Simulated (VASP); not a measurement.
Set up this calculation in VASP 6.6.1, as the native input.

| Quantity | Value |
| --- | --- |
| Task | electric field gradients |
| Functional | PBE |
| Potentials or basis | VASP PAW PBE potentials, release 64 (Rb_sv) |
| Cutoff | 520 eV |
| k mesh | 11 × 11 × 6 |
| Occupations | fermi-dirac, width 0.03 eV |
| Spin | no spin polarisation |
| Dipole correction | no |
| Further INCAR settings | ALGO = Normal; EDIFF = 1e-08; NBANDS = 16 |

The structure of Rb lies in POSCAR:

```
Rb
1.0
    5.0006745913      0.0000000000      0.0000000000
   -2.5003372956      4.3307112321      0.0000000000
    0.0000000000      0.0000000000      8.2808417512
Rb
2
Direct
    0.3333333333      0.6666666667      0.2500000000
    0.6666666667      0.3333333333      0.7500000000
```

This isn't the form of Rb at room conditions, which is bcc.

These files were run (other wordings do the same):

INCAR

```
SYSTEM = Rb
ALGO     = Normal         ! electronic algorithm
EDIFF    = 1E-8           ! SCF threshold, eV
ENCUT    = 520            ! plane-wave cutoff, eV
GGA      = PE             ! functional
ISIF     = 2              ! what is computed and relaxed
ISMEAR   = -1             ! smearing method
LASPH    = .True.         ! aspherical terms in the spheres
LCHARG   = .False.        ! write CHGCAR
LEFG     = .True.       
LREAL    = .False.        ! projectors in reciprocal space
LWAVE    = .False.        ! write WAVECAR
NBANDS   = 16             ! bands
NELM     = 60             ! most SCF steps
PREC     = Accurate       ! precision mode
SIGMA    = 0.03           ! smearing width, eV
```

KPOINTS

```
k-points
0
Gamma
  11 11 6
  0 0 0
```

Potentials or basis: VASP PAW PBE potentials, release 64 (Rb_sv).

Launch:

```console
$ cat potpaw_PBE.64/Rb_sv/POTCAR > POTCAR
$ mpirun -np 1 vasp_std > vasp.out
```

Results of the run:

| Item | Value |
| --- | --- |
| Pressure | 0.1 GPa |
| Band gap on the k mesh | zero (bands 9 and 10 overlap by 2.26 eV) |
| Largest electric field gradient by atom | Rb -1.5 V/Å² |

Caveat: without QUAD_EFG the Cq values of the log hold for a quadrupole moment of 1 mb, not for the nuclei.

Wall time 64 s on 1 thread of Intel(R) Xeon(R) 6975P-C (Granite Rapids) (shared host), peak memory 0.38 GiB.
